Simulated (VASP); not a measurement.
BaMg2H3: relaxation of cell and atoms with PBE

Crystal: BaMg2H3.

```
Ba Mg H
1.0
     3.59450    0.00000    0.00000
    -1.79725    3.11293    0.00000
     0.00000    0.00000    8.74310
Ba Mg H
1 2 3
Direct
  0.00000 0.00000 0.00000
  0.33333 0.66667 0.37389
  0.66667 0.33333 0.62611
  0.33333 0.66667 0.75222
  0.66667 0.33333 0.24778
  0.00000 0.00000 0.50000
```

```
Program                : VASP 6.6.1
Task                   : relaxation of cell and atoms
Functional             : PBE
Potentials or basis    : VASP PAW PBE potentials, release 64 (Ba_sv, Mg, H)
Cutoff                 : 600 eV
k mesh                 : 6 × 6 × 2
Occupations            : gaussian, width 0.1 eV
Spin                   : no spin polarisation
Dipole correction      : no
Further INCAR settings : ALGO = Normal; EDIFF = 1e-07; IBRION = 2; EDIFFG = -0.04; NSW = 90; ISIF = 3
```

```
Relaxed volume                         : 15.93 Å³/atom
Relaxed cell                           : a = 3.657 Å, b = 3.657 Å, c = 8.250 Å, α = 90.00°, β = 90.00°, γ = 120.00°
Space group after relaxing (to 0.05 Å) : P-3m1 (No. 164)
Energy gained by relaxing              : 21.6 meV/atom
Ionic steps                            : 8
Pressure after relaxing                : 0.0 GPa
Largest force after relaxing           : 0.028 eV/Å
```

Forces on the atoms (eV/Å):
```
Ba   0.000  0.000  0.000
Mg   0.000  0.000 -0.005
Mg   0.000  0.000  0.005
H    0.000  0.000  0.028
H    0.000  0.000 -0.028
H    0.000  0.000  0.000
```

The path:
```tsv
step	energy change (eV)	largest force (eV/Å)	pressure (GPa)	volume (Å³)
1	0.0000	0.4951	-0.80	97.83
2	-0.0367	0.4044	-0.52	96.67
3	-0.0971	0.1559	0.65	93.21
4	-0.0991	0.1585	1.01	92.34
5	-0.1126	0.1475	0.35	94.05
6	-0.1160	0.1404	-0.17	95.55
7	-0.1211	0.1120	-0.13	95.56
8	-0.1293	0.0275	0.05	95.57
```

Final structure:
```
Ba Mg H
1.0
     3.65732    0.00000    0.00000
    -1.82866    3.16734    0.00000
     0.00000    0.00000    8.25049
Ba Mg H
1 2 3
Cartesian
  3.6573 0.0000 0.0000
  0.0000 2.1116 2.9564
  1.8287 1.0558 5.2941
  0.0000 2.1116 6.3378
  1.8287 1.0558 1.9127
  3.6573 0.0000 4.1252
```

Levels at points of the mesh, in eV from the Fermi level:
| k point | band 4 | band 5 | band 6 | band 7 | band 8 | band 9 | band 10 | band 11 | band 12 |
| --- | --- | --- | --- | --- | --- | --- | --- | --- | --- |
| (0.00, 0.00, 0.00) | -12.72 | -8.18 | -5.40 | -4.64 | -0.32 | 2.40 | 2.40 | 2.50 | 3.70 |
| (0.50, 0.00, 0.00) | -13.17 | -5.59 | -4.63 | -4.56 | -1.50 | -1.10 | 0.82 | 0.88 | 2.72 |
| (0.00, 0.00, 0.50) | -12.72 | -7.89 | -6.43 | -3.57 | -0.88 | 2.40 | 2.40 | 3.34 | 4.19 |
| (0.50, 0.00, 0.50) | -13.17 | -5.39 | -5.29 | -3.81 | -2.10 | -0.77 | -0.04 | 1.04 | 2.76 |

It took 2.9 min on 1 thread of Intel(R) Xeon(R) Platinum 8259CL CPU @ 2.50GHz (Skylake/Cascade Lake), on a shared host, peak memory 0.27 GiB.

Caveat: spin-orbit coupling is left out, which moves the levels of the heavy elements.
